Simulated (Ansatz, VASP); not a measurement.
# Two plane-wave programs on Na2YMgC6N6

Contents of INCAR:

```
SYSTEM = Na2YMgC6N6
PREC = Accurate
ENCUT = 520
EDIFF = 1E-7
ISMEAR = 0
SIGMA = 0.1
LREAL = Auto
LASPH = .True.
NELM = 150
ALGO = Normal
ISIF = 2
LWAVE = .False.
LCHARG = .False.
ISPIN = 2
MAGMOM = 0 0 0 0 1 1 1 1 1 1 1 1 1 1 1 1
LORBIT = 11
LMAXMIX = 4
GGA = PE
NBANDS = 58
```

Contents of KPOINTS:

```
Automatic mesh
0
Gamma
  4 4 4
  0 0 0
```

The input POSCAR:

```
Na2YMgC6N6
1.0
    0.0000000000      5.3600000000      5.3600000000
    5.3600000000      0.0000000000      5.3600000000
    5.3600000000      5.3600000000      0.0000000000
Na Y Mg C N
2 1 1 6 6
Direct
    0.2500000000      0.2500000000      0.2500000000
    0.7500000000      0.7500000000      0.7500000000
    0.5000000000      0.5000000000      0.5000000000
    0.0000000000      0.0000000000      0.0000000000
    0.8152985100      0.1847014900      0.1847014900
    0.1847014900      0.8152985100      0.1847014900
    0.1847014900      0.1847014900      0.8152985100
    0.1847014900      0.8152985100      0.8152985100
    0.8152985100      0.1847014900      0.8152985100
    0.8152985100      0.8152985100      0.1847014900
    0.7061567200      0.2938432800      0.2938432800
    0.2938432800      0.7061567200      0.2938432800
    0.2938432800      0.2938432800      0.7061567200
    0.2938432800      0.7061567200      0.7061567200
    0.7061567200      0.2938432800      0.7061567200
    0.7061567200      0.7061567200      0.2938432800
```

Input for Ansatz:

```yaml
crystal:
  lattice:
    - [0.0, 5.36, 5.36]
    - [5.36, 0.0, 5.36]
    - [5.36, 5.36, 0.0]
  atoms:
    - { symbol: Na, position: [0.25, 0.25, 0.25] }
    - { symbol: Na, position: [0.75, 0.75, 0.75] }
    - { symbol: "Y", position: [0.5, 0.5, 0.5] }
    - { symbol: Mg, position: [0.0, 0.0, 0.0] }
    - { symbol: C, position: [0.81529851, 0.18470149, 0.18470149], spin: 1.0 }
    - { symbol: C, position: [0.18470149, 0.81529851, 0.18470149], spin: 1.0 }
    - { symbol: C, position: [0.18470149, 0.18470149, 0.81529851], spin: 1.0 }
    - { symbol: C, position: [0.18470149, 0.81529851, 0.81529851], spin: 1.0 }
    - { symbol: C, position: [0.81529851, 0.18470149, 0.81529851], spin: 1.0 }
    - { symbol: C, position: [0.81529851, 0.81529851, 0.18470149], spin: 1.0 }
    - { symbol: "N", position: [0.70615672, 0.29384328, 0.29384328], spin: 1.0 }
    - { symbol: "N", position: [0.29384328, 0.70615672, 0.29384328], spin: 1.0 }
    - { symbol: "N", position: [0.29384328, 0.29384328, 0.70615672], spin: 1.0 }
    - { symbol: "N", position: [0.29384328, 0.70615672, 0.70615672], spin: 1.0 }
    - { symbol: "N", position: [0.70615672, 0.29384328, 0.70615672], spin: 1.0 }
    - { symbol: "N", position: [0.70615672, 0.70615672, 0.29384328], spin: 1.0 }
basis:
  ecutwfc: 420
kpoints:
  mp_grid: { grid: [4, 4, 4] }
hamiltonian:
  xc: pbe
scf:
  occupations: { method: gaussian, width: 0.1 }
  lower_state_search: "off"
output:
  forces: true
  stress: true
  eigenvalues: true
  populations: true
magnetization:
  spin_polarized: true
```

Alike in both runs: task single point; functional PBE; k mesh 4 × 4 × 4; occupations gaussian, width 0.1 eV; collinear spin.

|  | VASP | Ansatz |
| --- | --- | --- |
| version | VASP 6.6.1 | Ansatz 0.2.0 |
| potentials or method | VASP PAW PBE potentials, release 64 (Na_pv, Y_sv, Mg, C, N), cutoff 520 eV | scalar-relativistic, plane waves, PAW |
| valence electrons in the cell | 81 | 93 |

|  | VASP | Ansatz | Ansatz less VASP |
| --- | --- | --- | --- |
| gap on the k mesh at the Fermi level (eV) | none | none | - |
| pressure (GPa) | 11.7 | 11.4 | -0.37 |
| rms of the force components (eV/Å) | 0.338 | 0.481 | +0.1433 |
| net moment per atom (μB) | 0.00 | 0.00 | 0.000 |

Atom by atom the forces differ by 0.201 eV/Å (rms over components). A gap of «none» marks a metal or a gap that the smearing closes. With one functional, cell and mesh, what is left measures potentials, basis and numerics. VASP's potentials hold 81 valence electrons a cell and Ansatz's 93, so a difference there can come from the potentials and not from the codes. Ansatz's warnings: seeded moment not kept.

Noted on VASP's run: the standard files for N, O and F lose accuracy on very short bonds.
